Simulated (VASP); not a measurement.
A run of VASP 6.6.1:

INCAR

```
ALGO = Normal ; EDIFF = 1E-6
ENCUT = 520 ; GGA = PE
ISIF = 2 ; ISMEAR = 0
LASPH = True ; LCHARG = False
LREAL = False ; LWAVE = False
NBANDS = 16 ; NELM = 60
PREC = Accurate ; SIGMA = 0.1
```

Contents of KPOINTS:

```
k-points
0
Gamma
  6 6 6
```

File POSCAR:

```
SiC
1.0
    1.5705965164     -5.5823466804      0.0000000000
    1.5705965164      5.5823466804      0.0000000000
    0.0000000000      0.0000000000      2.4841529543
Si C
2 2
Direct
    0.8323105782      0.1676894218      0.7500000000
    0.1676894218      0.8323105782      0.2500000000
    0.5307522239      0.4692477761      0.7500000000
    0.4692477761      0.5307522239      0.2500000000
```

Potentials or basis: VASP PAW PBE potentials, release 64 (Si, C).

Command:

```bash
$ cat potpaw_PBE.64/Si/POTCAR potpaw_PBE.64/C/POTCAR > POTCAR
$ mpirun -np 1 vasp_std > vasp.out
```

Hardware: 1 thread of Intel(R) Xeon(R) 6975P-C (Granite Rapids), on a shared host.

Q: Estimate the wall time of this run.

A: It took 16 s on 1 thread of Intel(R) Xeon(R) 6975P-C (Granite Rapids), with other jobs on the host, peak memory 0.19 GiB. Counts: scf iterations 12, k points 52.
